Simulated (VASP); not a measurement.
Set up this calculation in VASP 6.6.1, as the native input.

```yaml
Task: single point
Functional: PBE-based screened hybrid with 100 % exact exchange
Potentials_or_basis: VASP PAW PBE potentials, release 64 (Pb_d, S)
Cutoff: 520 eV
k_mesh: 4 × 4 × 4
Occupations: gaussian, width 0.01 eV
Spin: no spin polarisation
Dipole_correction: no
Grid_for_exact_exchange_PRECFOCK: Normal
Share_of_exact_exchange: 1
Further_INCAR_settings: ALGO = Normal; EDIFF = 1e-06; NBANDS = 17
Screening_parameter: 0.5 1/Å
```

PbS:

```xyz
2
Lattice="0.0000 2.9872 2.9872 2.9872 0.0000 2.9872 2.9872 2.9872 0.0000" Properties=species:S:1:pos:R:3 pbc="T T T"
Pb    0.0000    0.0000    0.0000
S     2.9872    2.9872    2.9872
```

The input as run:

POSCAR

```
PbS
1.0
    0.0000000000      2.9872327164      2.9872327164
    2.9872327164      0.0000000000      2.9872327164
    2.9872327164      2.9872327164      0.0000000000
Pb S
1 1
Direct
    0.0000000000      0.0000000000      0.0000000000
    0.5000000000      0.5000000000      0.5000000000
```

INCAR.step1

```
ALGO = Normal ; EDIFF = 1E-5
ENCUT = 520 ; GGA = PE
ISIF = 2 ; ISMEAR = 0
LASPH = T ; LCHARG = F
LREAL = F ; LWAVE = T
NBANDS = 17 ; NELM = 100
PREC = Accurate ; SIGMA = 0.01
```

INCAR.step2

```
AEXX = 1.0 ; AGGAC = 1.0
ALDAC = 1.0 ; ALGO = Normal
EDIFF = 1E-6 ; ENCUT = 520
GGA = PE ; HFSCREEN = 0.5
ISIF = 2 ; ISMEAR = 0
ISTART = 1 ; LASPH = T
LCHARG = F ; LHFCALC = T
LREAL = F ; LWAVE = F
NBANDS = 17 ; NELM = 100
PREC = Accurate ; PRECFOCK = Normal
SIGMA = 0.01
```

KPOINTS

```
k-points
0
Gamma
  4 4 4
```

Potentials or basis: VASP PAW PBE potentials, release 64 (Pb_d, S).

Command:

```sh
$ cat potpaw_PBE.64/Pb_d/POTCAR potpaw_PBE.64/S/POTCAR > POTCAR
$ cp INCAR.step1 INCAR
$ mpirun -np 1 vasp_std > vasp.out
$ cp INCAR.step2 INCAR
$ mpirun -np 1 vasp_std > vasp.out
```

Results of the run:

- Pressure: -1.9 GPa
- Band gap on the k mesh: 1.10 eV

Caveat: the k points lie up to 0.46 Å⁻¹ apart; the PAW data sets were made with another functional, which shifts forces and pressure a little; spin-orbit coupling is left out, which moves the levels of the heavy elements.

Wall time 9.1 min on 1 thread of Intel(R) Xeon(R) Platinum 8259CL CPU @ 2.50GHz (Skylake/Cascade Lake), with other jobs on the host, peak memory 0.29 GiB.
